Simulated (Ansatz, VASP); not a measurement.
# Two plane-wave programs on LiH

```xyz
2
Lattice="0.0000 2.0122 2.0325 2.0325 0.0000 2.0325 2.0325 2.0122 0.0000" Properties=species:S:1:pos:R:3 pbc="T T T"
Li    0.0000    0.0000    0.0000
H     2.0325    2.0122    2.0325
```

Change from the starting cell: strain -0.0100 x Voigt [0, 1, 0, 0, 0, 0], atoms carried along.

Alike in both runs: task single point; functional r2SCAN; k mesh 10 × 10 × 10; occupations gaussian, width 0.05 eV; no spin polarisation.

```csv
,VASP,Ansatz
version,VASP 6.6.1,Ansatz 0.2.0
potentials or method,"VASP PAW PBE potentials, release 64 (Li_sv, H), cutoff 520 eV","scalar-relativistic, plane waves, PAW"
valence electrons in the cell,4,4
```

Ansatz gave:

```
gap on the k mesh at the Fermi level (eV) : 3.55
least direct gap on the mesh (eV)         : 3.63
```

Q: What did VASP give for the same quantities?

A: gap on the k mesh at the Fermi level (eV): 3.50; least direct gap on the mesh (eV): 3.58.

VASP's potentials were made for PBE, not for r2SCAN. The functional is the same, so the differences come from potentials, cutoffs and numerics.

Noted on VASP's run: the cutoff is under 1.25 times that of the potentials, so the pressure is a little rough.
